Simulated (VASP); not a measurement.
Crystal: MgO.

```xyz
2
Lattice="0.0000 2.0970 2.0970 2.0970 0.0000 2.0970 2.0970 2.0970 0.0000" Properties=species:S:1:pos:R:3 pbc="T T T"
Mg    0.0000    0.0000    0.0000
O     2.0970    2.0970    2.0970
```

```yaml
Program: VASP 6.6.1
Task: relaxation of cell and atoms
Functional: PBE
Potentials_or_basis: VASP PAW PBE potentials, release 64 (Mg, O)
Cutoff: 600 eV
k_mesh: 10 × 10 × 10
Occupations: gaussian, width 0.02 eV
Spin: no spin polarisation
```

At the start: pressure 5.9 GPa; volume 9.22 Å³/atom.

Problem. How do energy, volume and symmetry change on relaxing?

Solution. Over 3 steps the energy falls by 6.1 meV/atom and the volume is 9.56 Å³/atom (+3.7 %); space group Fm-3m (No. 225, to 0.05 Å).

Step by step:
```
step  energy change (eV)  largest force (eV/Å)  pressure (GPa)  volume (Å³)
   1              0.0000                0.0000            5.90        18.44
   2             -0.0108                0.0000           -1.82        19.36
   3             -0.0122                0.0000            0.00        19.13
```

Final structure:
```
Mg O
1.0
     0.00000    2.12256    2.12256
     2.12256    0.00000    2.12256
     2.12256    2.12256    0.00000
Mg O
1 1
Direct
  0.00000 0.00000 0.00000
  0.50000 0.50000 0.50000
```
